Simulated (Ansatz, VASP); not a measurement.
**Two plane-wave programs on Si3C4**

```
CELL_PARAMETERS angstrom
4.41692 0.00000 0.00000
0.00000 4.41692 0.00000
0.00000 0.00000 4.41692
ATOMIC_POSITIONS crystal
Si 0.00000 0.00000 0.50000
Si 0.50000 0.00000 0.00000
Si 0.00000 0.50000 0.00000
C 0.77308 0.77308 0.77308
C 0.22692 0.22692 0.77308
C 0.22692 0.77308 0.22692
C 0.77308 0.22692 0.22692
```

Change from the starting cell: species swapped into the Ge3As4 type (P-43m, No. 215).

Alike in both runs: functional PBE; k mesh 8 × 8 × 8; occupations gaussian, width 0.1 eV; no spin polarisation.

Ansatz relaxed the structure, and its values are those at the end. VASP's run is a single point on that final structure, the one shown.

|  | VASP | Ansatz |
| --- | --- | --- |
| version | VASP 6.6.1 | Ansatz 0.2.0 |
| potentials or method | VASP PAW PBE potentials, release 64 (Si, C), cutoff 520 eV | scalar-relativistic, plane waves, PAW |
| valence electrons in the cell | 28 | 28 |

```tsv
	VASP	Ansatz	Ansatz less VASP
gap on the k mesh at the Fermi level (eV)	none	none	-
pressure (GPa)	-0.1	0.0	+0.09
```

A gap of «none» marks a metal or a gap that the smearing closes. With one functional, cell and mesh, what is left measures potentials, basis and numerics.
